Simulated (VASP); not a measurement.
Runs of VASP 6.6.1 on BN. The structure is that of space group Fm-3m (No. 225), or close to it. The cells are those of the table. 

```csv
task,level,potentials or basis,cell,k mesh,cutoff (eV),smearing,gap on the mesh (eV),pressure (GPa),relaxed volume (Å³/atom)
single point,LDA,"VASP PAW LDA potentials, release 64 (B, N)","a = 2.446 Å, angles 60.0°, 2 atoms",12 × 12 × 12,520,fermi-dirac 0.02 eV,1.56,0.8,-
single point,PBE,"VASP PAW PBE potentials, release 64 (B, N)","a = 2.469 Å, angles 60.0°, 2 atoms",12 × 12 × 12,520,fermi-dirac 0.02 eV,(a),(c),-
relaxation of cell and atoms,PBEsol,"VASP PAW PBE potentials, release 64 (B, N)","relaxed from a = 2.477 Å, angles 60.0°, 2 atoms",12 × 12 × 12,600,fermi-dirac 0.02 eV,1.28,0.0,5.28
single point,PBE,"VASP PAW PBE potentials, release 64 (B, N)","a = 2.469 Å, angles 60.0°, 2 atoms",8 × 8 × 8,520,gaussian 0.01 eV,1.33,(b),-
single point,PBE,"VASP PAW PBE potentials, release 64 (B, N)","a = 2.477 Å, angles 60.0°, 2 atoms",12 × 12 × 12,520,fermi-dirac 0.02 eV,1.12,-0.1,-
relaxation of cell and atoms,PBE,"VASP PAW PBE potentials, release 64 (B, N)","relaxed from a = 2.209 Å, angles 60.0°, 2 atoms",12 × 12 × 12,600,fermi-dirac 0.02 eV,1.13,0.0,5.37
single point,PBEsol,"VASP PAW PBE potentials, release 64 (B, N)","a = 2.463 Å, angles 60.0°, 2 atoms",12 × 12 × 12,520,fermi-dirac 0.02 eV,1.29,0.3,-
```

Alike in all rows: no spin polarisation.

**Question.** Estimate the missing entries.

**Answer.** (a) 1.20; (b) 3.8; (c) 3.9.

Caveats: the PAW data sets were made with another functional, which shifts forces and pressure a little (some runs); the volume moved by over 15 % at a fixed basis, so the end points are rough (some runs).

A k mesh can miss the band edges.
